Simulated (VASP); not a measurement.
Wanted: the native input for a VASP 6.6.1 run.

* Task: relaxation of cell and atoms
* Functional: PBE
* Potentials or basis: VASP PAW PBE potentials, release 64 (Au, Br)
* Cutoff: 600 eV
* k mesh: 12 × 12 × 4
* Occupations: gaussian, width 0.1 eV
* Spin: no spin polarisation
* Dipole correction: no
* Further INCAR settings: ALGO = Normal; EDIFF = 1e-06; IBRION = 2; EDIFFG = -0.01; NSW = 100; ISIF = 3

The structure of Au3Br2 lies in POSCAR:

```
Au3Br2
1.0
    3.7813402247      0.0000000000      0.0000000000
   -1.8906701123      3.2747366949      0.0000000000
    0.0000000000      0.0000000000      9.4347013855
Au Br
3 2
Direct
    0.0000000000      0.0000000000      0.0000000000
    0.3333333333      0.6666666667      0.5887650250
    0.6666666667      0.3333333333      0.4112349750
    0.3333333333      0.6666666667      0.1926772049
    0.6666666667      0.3333333333      0.8073227951
```

One way to write it, as run:

INCAR

```
SYSTEM = Au3Br2
PREC     = Accurate       ! precision mode
ENCUT    = 600            ! plane-wave cutoff, eV
EDIFF    = 1E-6           ! SCF threshold, eV
ISMEAR   = 0              ! smearing method
SIGMA    = 0.1            ! smearing width, eV
LREAL    = .FALSE.        ! projectors in reciprocal space
LASPH    = .TRUE.         ! aspherical terms in the spheres
NELM     = 60             ! most SCF steps
ALGO     = Normal         ! electronic algorithm
ISIF     = 3              ! what is computed and relaxed
LWAVE    = .FALSE.        ! write WAVECAR
LCHARG   = .FALSE.        ! write CHGCAR
GGA      = PE             ! functional
IBRION   = 2              ! ionic algorithm
NSW      = 100            ! ionic steps
EDIFFG   = -0.01          ! ionic threshold
```

KPOINTS

```
Automatic mesh
0
G
  12 12 4
  0 0 0
```

Potentials or basis: VASP PAW PBE potentials, release 64 (Au, Br).

Command:

```sh
$ cat potpaw_PBE.64/Au/POTCAR potpaw_PBE.64/Br/POTCAR > POTCAR
$ mpirun -np 1 vasp_std > vasp.out
```

Results of the run:

```
Relaxed volume                        : 23.22 Å³/atom
Relaxed cell                          : a = 3.743 Å, b = 3.743 Å, c = 9.572 Å, α = 90.00°, β = 90.00°, γ = 120.00°
Space group after relaxing (to 0.1 Å) : P-3m1 (No. 164)
Energy gained by relaxing             : 0.7 meV/atom
Ionic steps                           : 12
Pressure after relaxing               : 0.0 GPa
Largest force after relaxing          : 0.010 eV/Å
Band gap on the k mesh                : zero (an odd number of electrons rules out a gap without spin polarisation)
```

Caveat: spin-orbit coupling is left out, which moves the levels of the heavy elements.

Wall time 19 min on 1 thread of Intel(R) Xeon(R) Platinum 8488C (Sapphire Rapids), on a shared host, peak memory 0.44 GiB.
